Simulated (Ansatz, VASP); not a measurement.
GePO4 in VASP and in Ansatz

```
P Ge O
1.0
     0.00000    4.67610    0.00000
     4.67610    0.00000    0.00000
     2.33805    2.33805   -3.56424
P Ge O
1 1 4
Direct
  0.00000 0.00000 0.00000
  0.75000 0.25000 0.50000
  0.40000 0.30000 0.72000
  0.70000 0.12000 0.28000
  0.88000 0.98000 0.72000
  0.02000 0.60000 0.28000
```

Alike in both runs: task single point; functional r2SCAN; k mesh 5 × 5 × 5; occupations gaussian, width 0.0471 eV; collinear spin.

```csv
,VASP,Ansatz
version,VASP 6.6.1,Ansatz 0.2.0
potentials or method,"VASP PAW PBE potentials, release 64 (P, Ge_d, O), cutoff 660 eV",PAW plane waves
valence electrons in the cell,43,43
```

|  | VASP | Ansatz | Ansatz less VASP |
| --- | --- | --- | --- |
| gap on the k mesh at the Fermi level (eV) | none | none | - |
| rms of the force components (eV/Å) | 5.041 | 5.022 | -0.0183 |
| net moment per atom (μB) | 0.15 | 0.15 | -0.002 |
| size of the moment on the site where the two differ most (μB) | 0.24 | 0.16 | -0.083 |

VASP's potentials were made for PBE, not for r2SCAN. Site moments also hang on the region over which each program counts them. Atom by atom the forces differ by 0.038 eV/Å (rms over components). A gap of «none» marks a metal or a gap that the smearing closes. Ansatz's warnings: stability check not made.
